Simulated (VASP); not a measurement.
# InP (zincblende type) (F-43m) in VASP: a series of runs

Runs on InP (zincblende type). Level: PBE. Tasks: single point, relaxation of cell and atoms.

Program: VASP 6.6.1. These are calculated values, not measurements. Logs are shortened: lines on timing, memory, paths and dates and some standing lists are left out, and cuts for length are marked.

### Step 1. The cell of the first run

Symmetry: F-43m, No. 216, cubic system. Conventional cell: a = 5.788 Å, b = 5.788 Å, c = 5.788 Å, α = 90.00°, β = 90.00°, γ = 90.00°. Within 3.3 Å of In (site symmetry -43m) lie 4 P at 2.51 Å. P (site symmetry -43m) has 4 In at 2.51 Å within 3.3 Å.

### Step 2. Single point, PBE

The input, INCAR:

```
SYSTEM = InP
  PREC = Accurate
  ENCUT = 520
  EDIFF = 1E-7
  ISMEAR = -1
  SIGMA = 0.08
  LREAL = .FALSE.
  LASPH = .TRUE.
  NELM = 60
  ALGO = Normal
  ISIF = 2
  LWAVE = .FALSE.
  LCHARG = .FALSE.
  GGA = PE
  NBANDS = 16
```

The input, KPOINTS:

```
Automatic mesh
0
G
  12 12 12
  0 0 0
```

The input, POSCAR:

```
InP
1.0
    0.0000000000      2.8939084248      2.8939084248
    2.8939084248      0.0000000000      2.8939084248
    2.8939084248      2.8939084248      0.0000000000
In P
1 1
Direct
    0.0000000000      0.0000000000      0.0000000000
    0.2500000000      0.2500000000      0.2500000000
```

Potentials or basis: VASP PAW PBE potentials, release 64 (In_d, P).

Command:

```bash
> cat potpaw_PBE.64/In_d/POTCAR potpaw_PBE.64/P/POTCAR > POTCAR
> mpirun -np 1 vasp_std > vasp.out
```

OUTCAR:

```text
SYSTEM = InP
   PREC = Accurate
   ENCUT = 520
   EDIFF = 1E-7
   ISMEAR = -1
   LREAL = .FALSE.
   LASPH = .TRUE.
   NELM = 60
   ISIF = 2
   GGA = PE

 ion  position               nearest neighbor table
   1  0.000  0.000  0.000-   2 2.51   2 2.51   2 2.51   2 2.51
   2  0.250  0.250  0.250-   1 2.51   1 2.51   1 2.51   1 2.51

  LATTYP: Found a face centered cubic cell.
 ALAT       =     5.7878168496

  Lattice vectors:

 A1 = (   0.0000000000,   2.8939084248,   2.8939084248)
 A2 = (   2.8939084248,   0.0000000000,   2.8939084248)
 A3 = (   2.8939084248,   2.8939084248,   0.0000000000)

Analysis of symmetry for initial positions (statically):
=====================================================================
 Subroutine PRICEL returns:
 Original cell was already a primitive cell.

 Routine SETGRP: Setting up the symmetry group for a
 face centered cubic supercell.

 Subroutine GETGRP returns: Found 24 space group operations
 (whereof 24 operations were pure point group operations)
 out of a pool of 48 trial point group operations.

The static configuration has the point symmetry T_d .

Analysis of symmetry for dynamics (positions and initial velocities):
=====================================================================
 Subroutine PRICEL returns:
 Original cell was already a primitive cell.

 Routine SETGRP: Setting up the symmetry group for a
 face centered cubic supercell.

 Subroutine GETGRP returns: Found 24 space group operations
 (whereof 24 operations were pure point group operations)
 out of a pool of 48 trial point group operations.

The dynamic configuration has the point symmetry T_d .

 Subroutine INISYM returns: Found 24 space group operations
 (whereof 24 operations are pure point group operations),
 and found     1 'primitive' translations

----------------------------------------------------------------------------------------

                                     Primitive cell

  volume of cell :      48.4713

  direct lattice vectors                    reciprocal lattice vectors
     0.000000000  2.893908425  2.893908425    -0.172776718  0.172776718  0.172776718
     2.893908425  0.000000000  2.893908425     0.172776718 -0.172776718  0.172776718
     2.893908425  2.893908425  0.000000000     0.172776718  0.172776718 -0.172776718

  length of vectors
     4.092604543  4.092604543  4.092604543     0.299258054  0.299258054  0.299258054

  position of ions in fractional coordinates (direct lattice)
     0.000000000  0.000000000  0.000000000
     0.250000000  0.250000000  0.250000000

  ion indices of the primitive-cell ions
   primitive index   ion index
                 1           1
                 2           2

----------------------------------------------------------------------------------------

 KPOINTS: Automatic mesh

Automatic generation of k-mesh.
 Grid dimensions read from file:
 generate k-points for:   12   12   12

 Generating k-lattice:

  Cartesian coordinates                     Fractional coordinates (reciprocal lattice)
    -0.014398060  0.014398060  0.014398060     0.083333333  0.000000000  0.000000000
     0.014398060 -0.014398060  0.014398060     0.000000000  0.083333333  0.000000000
     0.014398060  0.014398060 -0.014398060     0.000000000  0.000000000  0.083333333

  Length of vectors
     0.024938171  0.024938171  0.024938171

  Shift w.r.t. Gamma in fractional coordinates (k-lattice)
     0.000000000  0.000000000  0.000000000

 Subroutine IBZKPT returns following result:
 ===========================================

 Found     72 irreducible k-points:

 Following reciprocal coordinates:
            Coordinates               Weight
  0.000000  0.000000  0.000000      1.000000
  0.083333  0.000000  0.000000      8.000000
  0.166667  0.000000  0.000000      8.000000
  0.250000  0.000000  0.000000      8.000000
  0.333333  0.000000  0.000000      8.000000
  0.416667  0.000000  0.000000      8.000000
[... 16 lines left out ...]
  0.500000  0.166667  0.000000     24.000000
 -0.416667  0.166667  0.000000     24.000000
 [... further k-points ...]
   k-points           NKPTS =     72   k-points in BZ     NKDIM =     72   number of bands    NBANDS=     16
   number of dos      NEDOS =    301   number of ions     NIONS =      2
   total plane-waves  NPLWV =  27000
   dimension x,y,z NGX =    30 NGY =   30 NGZ =   30
   dimension x,y,z NGXF=    60 NGYF=   60 NGZF=   60
   ions per type =               1   1
   NGX,Y,Z   is equivalent  to a cutoff of  12.19, 12.19, 12.19 a.u.
   NGXF,Y,Z  is equivalent  to a cutoff of  24.37, 24.37, 24.37 a.u.
 SYSTEM =  InP
   PREC   = accura    normal or accurate (medium, high low for compatibility)
   ISTART =      0    job   : 0-new  1-cont  2-samecut
   ICHARG =      2    charge: 1-file 2-atom 10-const
   ISPIN  =      1    spin polarized calculation?
   LNONCOLLINEAR =      F non collinear calculations
   LSORBIT =      F    spin-orbit coupling
   LASPH  =      T    aspherical Exc in radial PAW
   ENCUT  =  520.0 eV  38.22 Ry    6.18 a.u.   7.61  7.61  7.61*2*pi/ulx,y,z
   NELM   =     60;   NELMIN=  2; NELMDL= -5     # of ELM steps
   EDIFF  = 0.1E-06   stopping-criterion for ELM
   LREAL  =      F    real-space projection
   EDIFFG = 0.1E-05   stopping-criterion for IOM
   NSW    =      0    number of steps for IOM
   IBRION =     -1    ionic relax: 0-MD 1-quasi-New 2-CG
   NFREE  =      0    steps in history (QN), initial steepest desc. (CG)
   ISIF   =      2    stress and relaxation
   ISYM   =      2    0-nonsym 1-usesym 2-fastsym
   POTIM  = 0.5000    time-step for ionic-motion
   TEBEG  =    0.0;   TEEND  =   0.0 temperature during run
   PSTRESS=    0.0 pullay stress
   NELECT =      18.0000    total number of electrons
   NUPDOWN=      -1.0000    fix difference up-down
   EMIN   =  10.00;   EMAX   =-10.00  energy-range for DOS
   EFERMI =   0.00;   METHOD = LEGACY
   ISMEAR =    -1;   SIGMA  =   0.08  broadening in eV -4-tet -1-fermi 0-gaus
   EFERMI_NEDOS =   21; number of points for ismear=-14 and -15
   IALGO  =     38    algorithm
   IMIX   =      4    mixing-type and parameters
     AMIX     =   0.40;   BMIX     =  1.00
     AMIX_MAG =   1.60;   BMIX_MAG =  1.00
  volume/ion in A,a.u.               =      24.24       163.55
  Fermi-wavevector in a.u.,A,eV,Ry     =   1.176714  2.223667 18.839383  1.384656
  Thomas-Fermi vector in A             =   2.313073
   LORBIT       =      0    0 simple, 1 ext, 2 COOP (PROOUT), +10 PAW based schemes
   GGA     = PE    functional components
   LHFCALC =     F    Hartree Fock is set to
   AEXX    =    0.0000 exact exchange contribution
   IVDW    =     0    specifies the selected vdW correction
   LEPSILON=     F    determine dielectric tensor
   LRPA    =     F    only Hartree local field effects (RPA)
 non-spin polarized calculation
  energy-cutoff  :      520.00
  volume of cell :       48.47
 maximum number of plane-waves:      1323
   NGX = 15   NGY = 15   NGZ = 15

 number of electron      18.0000008 magnetization

 Free energy of the ion-electron system (eV)
  ---------------------------------------------------
  ext. energy  EPLUGINS =         0.00000000
  ---------------------------------------------------
  free energy    TOTEN  =        -8.32700832 eV

  energy without entropy =       -8.32699259  energy(sigma->0) =       -8.32700046

 E-fermi :   6.1708     XC(G=0):  -9.4516

 val. band max:        5.6103571371   @ k =   0.0000   0.0000   0.0000
 cond. band min:       6.5278298604   @ k =   0.0000   0.0000   0.0000
 fundamental gap:      0.9174727233
 Fermi energy:         6.1708252923

 k-point     1 :       0.0000    0.0000    0.0000
  band No.  band energies     occupation
      1      -8.6562      2.00000
      2      -8.6562      2.00000
      3      -8.6562      2.00000
      4      -8.4841      2.00000
      5      -8.4841      2.00000
      6      -6.1725      2.00000
[... 8 lines left out ...]
     15      15.1188      0.00000
     16      15.1188      0.00000

 k-point     2 :       0.0833    0.0000    0.0000
  band No.  band energies     occupation
      1      -8.6667      2.00000
      2      -8.6522      2.00000
      3      -8.6522      2.00000
      4      -8.4841      2.00000
      5      -8.4841      2.00000
      6      -6.0874      2.00000
[... 8 lines left out ...]
     15      14.7252      0.00000
     16      14.7934      0.00000

 k-point     3 :       0.1667    0.0000    0.0000
  band No.  band energies     occupation
      1      -8.6942      2.00000
      2      -8.6420      2.00000
      3      -8.6420      2.00000
      4      -8.4836      2.00000
      5      -8.4836      2.00000
      6      -5.8393      2.00000
[... 8 lines left out ...]
     15      14.2603      0.00000
     16      15.2252      0.00000

 k-point     4 :       0.2500    0.0000    0.0000
  band No.  band energies     occupation
      1      -8.7296      2.00000
      2      -8.6297      2.00000
      3      -8.6297      2.00000
      4      -8.4812      2.00000
      5      -8.4812      2.00000
      6      -5.4519      2.00000
[... 8 lines left out ...]
     15      14.2322      0.00000
     16      14.8309      0.00000

 k-point     5 :       0.3333    0.0000    0.0000
  band No.  band energies     occupation
      1      -8.7630      2.00000
      2      -8.6196      2.00000
      3      -8.6196      2.00000
      4      -8.4762      2.00000
      5      -8.4762      2.00000
      6      -4.9757      2.00000
[... 8 lines left out ...]
     15      14.7670      0.00000
     16      14.7670      0.00000

 k-point     6 :       0.4167    0.0000    0.0000
  band No.  band energies     occupation
      1      -8.7865      2.00000
      2      -8.6139      2.00000
      3      -8.6139      2.00000
      4      -8.4709      2.00000
      5      -8.4709      2.00000
      6      -4.5239      2.00000
[... 8 lines left out ...]
     15      15.6842      0.00000
     16      15.6842      0.00000
[... 267 lines left out ...]
 k-point    21 :       0.3333    0.1667    0.0000
  band No.  band energies     occupation
      1      -8.7729      2.00000
      2      -8.6075      2.00000
      3      -8.6014      2.00000
      4      -8.5024      2.00000
      5      -8.4654      2.00000
      6      -5.0372      2.00000
[... 8 lines left out ...]
     15      15.6370      0.00000
     16      16.5086      0.00000

 k-point    22 :       0.4167    0.1667    0.0000
  band No.  band energies     occupation
      1      -8.7927      2.00000
      2      -8.6035      2.00000
      3      -8.5939      2.00000
      4      -8.4975      2.00000
      5      -8.4630      2.00000
      6      -4.5733      2.00000
[... 8 lines left out ...]
     15      16.2589      0.00000
     16      16.4139      0.00000

 k-point    23 :       0.5000    0.1667    0.0000
  band No.  band energies     occupation
      1      -8.8031      2.00000
      2      -8.6028      2.00000
      3      -8.5914      2.00000
      4      -8.4891      2.00000
      5      -8.4648      2.00000
      6      -4.1973      2.00000
[... 8 lines left out ...]
     15      16.3953      0.00000
     16      16.7532      0.00000

 k-point    24 :      -0.4167    0.1667    0.0000
  band No.  band energies     occupation
      1      -8.8020      2.00000
      2      -8.6039      2.00000
      3      -8.5933      2.00000
      4      -8.4810      2.00000
      5      -8.4717      2.00000
      6      -4.1340      2.00000
[... 8 lines left out ...]
     15      15.3889      0.00000
     16      16.5049      0.00000

 [... further k-points ...]
[... 5 lines left out ...]
  --------------------------------------------------------------------------------------
  -------------------------------------------------------------------------------------
  Total        1.9160677      1.9160677      1.9160677      0.0000000      0.0000000     -0.0000000
  in kB       63.3340259     63.3340259     63.3340259      0.0000000      0.0000000     -0.0000000
  external PRESSURE =      63.3340259 kB  Pullay stress =       0.0000000 kB

 VOLUME and BASIS-vectors are now :
 -----------------------------------------------------------------------------
  energy-cutoff  :      520.00
  volume of cell :       48.47
      direct lattice vectors                 reciprocal lattice vectors
     0.000000000  2.893908425  2.893908425    -0.172776718  0.172776718  0.172776718
     2.893908425  0.000000000  2.893908425     0.172776718 -0.172776718  0.172776718
     2.893908425  2.893908425  0.000000000     0.172776718  0.172776718 -0.172776718

 POSITION                                       TOTAL-FORCE (eV/Angst)
 -----------------------------------------------------------------------------------
      0.00000      0.00000      0.00000        -0.000000     -0.000000     -0.000000
      1.44695      1.44695      1.44695         0.000000      0.000000      0.000000
 -----------------------------------------------------------------------------------
    total drift:                               -0.000000     -0.000000     -0.000000

  FREE ENERGIE OF THE ION-ELECTRON SYSTEM (eV)
  ---------------------------------------------------
  free  energy   TOTEN  =        -8.3270083247 eV

  energy  without entropy=       -8.3269925900  energy(sigma->0) =       -8.32700046
```

Wall time 54 s (1 thread of Intel Xeon Platinum 8259CL at 2.50GHz (Skylake/Cascade Lake), shared host); peak memory 0.2 GiB.

Results:

* Free energy: -8.3270 eV
* Pressure: 6.3 GPa
* Band gap on the k mesh: 0.92 eV, direct

Caveat: spin-orbit coupling is left out, which moves the levels of the heavy elements.

### Step 3. Relaxation of cell and atoms, PBE, target pressure 6.4 GPa, at which the enthalpy is minimised

The input, INCAR:

```
PREC = Accurate
ENCUT = 600
EDIFF = 1E-6
ISMEAR = -1
SIGMA = 0.08
LREAL = F
LASPH = T
NELM = 100
ALGO = Normal
ISIF = 3
LWAVE = F
LCHARG = F
GGA = PE
IBRION = 2
NSW = 32
EDIFFG = -0.005
PSTRESS = 64.0
```

The input, KPOINTS:

```
Automatic mesh
0
Gamma
  12 12 12
```

POSCAR is that of step 2.

Potentials or basis: VASP PAW PBE potentials, release 64 (In_d, P).

Command:

```bash
> cat potpaw_PBE.64/In_d/POTCAR potpaw_PBE.64/P/POTCAR > POTCAR
> mpirun -np 1 vasp_std > vasp.out
```

Wall time 5 min (1 thread of AMD EPYC 7R13, shared host); peak memory 0.21 GiB.

Results (log left out):

* Free energy: -8.3263 eV
* Relaxed volume: 24.23 Å³/atom
* Relaxed cell: a = 4.092 Å, b = 4.092 Å, c = 4.092 Å, α = 60.00°, β = 60.00°, γ = 60.00°
* Space group after relaxing (to 0.05 Å): F-43m (No. 216)
* Energy change on relaxing (the enthalpy is what falls): +0.4 meV/atom
* Ionic steps: 3
* Pressure after relaxing: 6.4 GPa
* Band gap on the k mesh: 0.92 eV, direct

Step by step:
```
step  energy change (eV)  largest force (eV/Å)  pressure (GPa)  volume (Å³)
   1              0.0000                0.0000            6.35        48.47
   2              0.0021                0.0000            6.48        48.42
   3              0.0008                0.0000            6.40        48.45
```

Final structure:
```xyz
2
Lattice="0.0000 2.8935 2.8935 2.8935 0.0000 2.8935 2.8935 2.8935 0.0000" Properties=species:S:1:pos:R:3 pbc="T T T"
In    0.0000    0.0000    0.0000
P     1.4467    1.4467    1.4467
```

Levels at points of the mesh, in eV from the valence-band top:
| k point | band 6 | band 7 | band 8 | band 9 | band 10 | band 11 | band 12 | band 13 |
| --- | --- | --- | --- | --- | --- | --- | --- | --- |
| (0.00, 0.00, 0.00) | -11.79 | 0.00 | 0.00 | 0.00 | 0.92 | 4.09 | 4.09 | 4.09 |
| (0.50, 0.00, 0.00) | -9.93 | -5.94 | -1.03 | -1.03 | 1.59 | 4.81 | 4.81 | 7.17 |
| (0.50, 0.50, 0.00) | -9.23 | -5.92 | -2.45 | -2.45 | 1.70 | 2.26 | 9.46 | 9.85 |

Caveat: the cell is relaxed towards a set pressure, so the enthalpy falls and the energy may rise; spin-orbit coupling is left out, which moves the levels of the heavy elements.
